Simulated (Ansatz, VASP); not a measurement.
**One calculation of Pd, two programs**

The input INCAR:

```
ALGO = Normal
EDIFF = 1E-6
ENCUT = 500
GGA = PE
GGA_COMPAT = False
ISIF = 2
ISMEAR = 0
LASPH = True
LCHARG = True
LELF = True
LREAL = False
LVHAR = True
LWAVE = False
NBANDS = 11
NELM = 120
PREC = Accurate
SIGMA = 0.05
```

The input KPOINTS:

```
k-points
0
Gamma
  8 8 8
```

Contents of POSCAR:

```
Pd
1.0
   -1.5698711734      1.5698711734      1.5698711734
    1.5698711734     -1.5698711734      1.5698711734
    1.5698711734      1.5698711734     -1.5698711734
Pd
1
Direct
    0.0000000000      0.0000000000      0.0000000000
```

Input for Ansatz:

```yaml
crystal:
  lattice:
    - [-1.5698711734, 1.5698711734, 1.5698711734]
    - [1.5698711734, -1.5698711734, 1.5698711734]
    - [1.5698711734, 1.5698711734, -1.5698711734]
  atoms:
    - { symbol: Pd, position: [0.0, 0.0, 0.0] }
basis:
  ecutwfc: 600
  ecutrho_ratio: 5
kpoints:
  mp_grid: { grid: [8, 8, 8] }
hamiltonian:
  xc: pbe
scf:
  occupations: { method: gaussian, width: 0.05 }
output:
  forces: true
  stress: true
  eigenvalues: true
```

Alike in both runs: task single point; functional PBE; k mesh 8 × 8 × 8; occupations gaussian, width 0.05 eV; no spin polarisation.

|  | VASP | Ansatz |
| --- | --- | --- |
| version | VASP 6.6.1 | Ansatz 0.2.0 |
| potentials or method | VASP PAW PBE potentials, release 64 (Pd), cutoff 500 eV | scalar-relativistic, plane waves, PAW |
| valence electrons in the cell | 10 | 18 |

Ansatz gave:

* gap on the k mesh at the Fermi level (eV): none
* pressure (GPa): 0.0

**Question.** Which values does VASP return?

**Answer.** gap on the k mesh at the Fermi level (eV): none; pressure (GPa): -0.3.

A gap of «none» marks a metal or a gap that the smearing closes. The functional is the same, so the differences come from potentials, cutoffs and numerics. VASP's potentials hold 10 valence electrons a cell and Ansatz's 18, so a difference there can come from the potentials and not from the codes.
